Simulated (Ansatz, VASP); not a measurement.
## Zr2NbC2: VASP beside Ansatz

INCAR

```
SYSTEM = Zr2NbC2
PREC = Accurate ; ENCUT = 600
EDIFF = 1E-7 ; ISMEAR = 0
SIGMA = 0.1 ; LREAL = .False.
LASPH = .True. ; NELM = 80
ALGO = Normal ; ISIF = 3
LWAVE = .False. ; LCHARG = .False.
GGA = PE ; IBRION = 2
NSW = 90 ; EDIFFG = -0.04
```

Contents of KPOINTS:

```
Automatic mesh
0
Gamma
  4 4 4
  0 0 0
```

POSCAR

```
Zr2NbC2
1.0
    3.8115643400      0.0000000000      0.0000000000
    0.0000000000      3.8115643400      0.0000000000
    0.0000000000      0.0000000000      5.0390756200
Zr Nb C
2 1 2
Direct
    0.5000000000      0.0000000000      0.5000000000
    0.0000000000      0.5000000000      0.5000000000
    0.0000000000      0.0000000000      0.0000000000
    0.5000000000      0.5000000000      0.7247068300
    0.5000000000      0.5000000000      0.2752931700
```

Input for Ansatz:

```yaml
crystal:
  lattice:
    - [3.81156434, 0.0, 0.0]
    - [0.0, 3.81156434, 0.0]
    - [0.0, 0.0, 5.03907562]
  atoms:
    - { symbol: Zr, position: [0.5, 0.0, 0.5] }
    - { symbol: Zr, position: [0.0, 0.5, 0.5] }
    - { symbol: Nb, position: [0.0, 0.0, 0.0] }
    - { symbol: C, position: [0.5, 0.5, 0.72470683] }
    - { symbol: C, position: [0.5, 0.5, 0.27529317] }
basis:
  ecutwfc: 420
kpoints:
  mp_grid: { grid: [4, 4, 4] }
hamiltonian:
  xc: pbe
scf:
  occupations: { method: gaussian, width: 0.1 }
  lower_state_search: "off"
output:
  forces: true
  stress: true
  eigenvalues: true
relax:
  adjacent_minimum: "off"
  f_tol: 0.04
  max_steps: 70
  cell: { stress_tol: 0.4 }
```

Change from the starting cell: species swapped into the BaAs2Pd2 type (P4/mmm, No. 123).

Alike in both runs: task relaxation of cell and atoms; functional PBE; k mesh 4 × 4 × 4; occupations gaussian, width 0.1 eV; no spin polarisation.

|  | VASP | Ansatz |
| --- | --- | --- |
| version | VASP 6.6.1 | Ansatz 0.2.0 |
| potentials or method | VASP PAW PBE potentials, release 64 (Zr_sv, Nb_sv, C), cutoff 600 eV | scalar-relativistic, plane waves, PAW |
| valence electrons in the cell | 45 | 45 |

```tsv
	VASP	Ansatz	Ansatz less VASP
gap on the k mesh at the Fermi level, each at its own relaxed structure (eV)	none	none	-
relaxed volume (Å³/atom)	13.87	13.88	+0.006
relaxed length of the cell vector where the two differ most in proportion (Å)	4.837	4.842	+0.0043
```

A gap of «none» marks a metal or a gap that the smearing closes.

The k mesh is coarse, so the values compare programs but aren't converged.
